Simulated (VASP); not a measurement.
# Ti: single point with r2SCAN

Ti:

```
Ti
1.0
    -1.58525    1.58525    1.66654
     1.58525   -1.58525    1.66654
     1.58525    1.58525   -1.66654
Ti
1
Direct
  0.00000 0.00000 0.00000
```

This cell differs from its parent crystal: strain -0.025 along x and y, +0.025 along z.

* Program: VASP 6.6.1
* Task: single point
* Functional: r2SCAN
* Potentials or basis: VASP PAW PBE potentials, release 64 (Ti_sv)
* Cutoff: 520 eV
* k mesh: 26 × 26 × 26
* Occupations: gaussian, width 0.15 eV
* Spin: no spin polarisation
* Dipole correction: no
* Further INCAR settings: ALGO = Normal; EDIFF = 1e-07; NBANDS = 12

- Pressure: 3.7 GPa
- Band gap on the k mesh: zero (bands 6 and 7 overlap by 1.84 eV)

Stress tensor (GPa, compression positive):
```
3.18 0.00 0.00
0.00 3.18 0.00
0.00 0.00 4.76
```

Levels at points of the mesh, in eV from the Fermi level:
```tsv
k point	band 2	band 3	band 4	band 5	band 6	band 7	band 8	band 9	band 10	band 11
(0.00, 0.00, 0.00)	-33.60	-33.60	-33.60	-6.42	1.05	1.05	1.45	2.78	3.24	17.73
(0.50, 0.00, 0.00)	-34.39	-33.83	-33.60	-2.68	-0.21	0.95	2.81	3.44	4.65	9.46
(0.50, 0.50, 0.00)	-34.38	-33.86	-33.63	-2.68	-0.69	1.33	3.34	3.53	4.70	9.85
(0.50, 0.50, 0.50)	-34.18	-34.10	-34.10	-2.47	-2.34	4.26	4.32	4.32	8.06	9.58
```

Wall time 23 min on 1 thread of Intel Xeon 8259CL (shared host), peak memory 0.37 GiB.

Caveat: the cell differs from its parent crystal (strain -0.025 along x and y, +0.025 along z); the cell stands under pressure; the PAW data sets were made with another functional, which shifts forces and pressure a little.
